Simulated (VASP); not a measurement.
Write the native input for VASP 6.6.1 that does the following.

```
Task                   : single point
Functional             : PBE
Potentials or basis    : VASP PAW PBE potentials, release 64 (Na_pv, Ru_pv, Os)
Cutoff                 : 520 eV
k mesh                 : 3 × 3 × 4
Occupations            : gaussian, width 0.1 eV
Spin                   : collinear spin, ferromagnetic start
Starting moments       : [0.0, 0.0, 0.0, 1.0, 1.0] μB
Dipole correction      : no
Further INCAR settings : ALGO = Fast; EDIFF = 1e-06; NBANDS = 34
```

The structure of Na3OsRu lies in POSCAR:

```
Na3OsRu
1.0
    6.1617528535      0.0000000000      0.0000000000
   -3.0808764268      5.3362345030      0.0000000000
    0.0000000000      0.0000000000      4.5383764617
Na Ru Os
3 1 1
Direct
    0.5000000000      0.0000000000      0.5000000000
    0.0000000000      0.5000000000      0.5000000000
    0.5000000000      0.5000000000      0.5000000000
    0.0000000000      0.0000000000      0.0000000000
    0.0000000000      0.0000000000      0.5000000000
```

The input as run:

INCAR

```
ALGO = Fast
EDIFF = 1E-6
ENCUT = 520
GGA = PE
ISIF = 2
ISMEAR = 0
ISPIN = 2
LASPH = True
LCHARG = False
LMAXMIX = 4
LORBIT = 11
LREAL = False
LWAVE = False
MAGMOM = 0 0 0 1 1
NBANDS = 34
NELM = 150
PREC = Accurate
SIGMA = 0.1
```

KPOINTS

```
k-points
0
Gamma
  3 3 4
```

Potentials or basis: VASP PAW PBE potentials, release 64 (Na_pv, Ru_pv, Os).

The run is started by

```console
$ cat potpaw_PBE.64/Na_pv/POTCAR potpaw_PBE.64/Ru_pv/POTCAR potpaw_PBE.64/Os/POTCAR > POTCAR
$ mpirun -np 1 vasp_std > vasp.out
```

Results of the run:

```yaml
Pressure: 0.6 GPa
Net_moment: 2.31 μB per cell
Site_moments: Na -0.00; Ru +1.13; Os +0.82 μB
Valence_electrons_inside_the_program's_atomic_spheres: Na 6.07; Ru 12.60; Os 7.22
```

Caveat: the k points lie up to 0.39 Å⁻¹ apart.

Wall time 85 s on 1 thread of AMD EPYC 7R13 Processor (Zen 3), with other jobs on the host, peak memory 0.34 GiB.
